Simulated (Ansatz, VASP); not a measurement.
## Two plane-wave programs on MgO2

```
CELL_PARAMETERS angstrom
1.60476 0.92651 3.49398
-1.60476 0.92651 3.49398
0.00000 -1.85302 3.49398
ATOMIC_POSITIONS crystal
Mg 0.00000 0.00000 0.00000
O 0.42879 0.42879 0.42879
O 0.57121 0.57121 0.57121
```

Alike in both runs: task single point; functional r2SCAN; k mesh 6 × 6 × 6; occupations gaussian, width 0.1 eV; no spin polarisation.

|  | VASP | Ansatz |
| --- | --- | --- |
| version | VASP 6.6.1 | Ansatz 0.2.0 |
| potentials or method | VASP PAW PBE potentials, release 64 (Mg_sv, O), cutoff 750 eV | scalar-relativistic, plane waves, PAW |
| valence electrons in the cell | 22 | 22 |

Ansatz gave:

| Item | Value |
| --- | --- |
| gap on the k mesh at the Fermi level (eV) | 2.95 |
| least direct gap on the mesh (eV) | 2.95 |
| pressure (GPa) | -5.4 |
| traceless stress, the component that is largest in VASP (GPa) | -1.14 |
| rms of the force components (eV/Å) | 0.102 |

Task: Which values does VASP return?

Result: gap on the k mesh at the Fermi level (eV): 2.93; least direct gap on the mesh (eV): 2.93; pressure (GPa): -5.2; traceless stress, the component that is largest in VASP (GPa): -0.12; rms of the force components (eV/Å): 0.015.

VASP's potentials were made for PBE, not for r2SCAN. Atom by atom the forces differ by 0.086 eV/Å (rms over components).
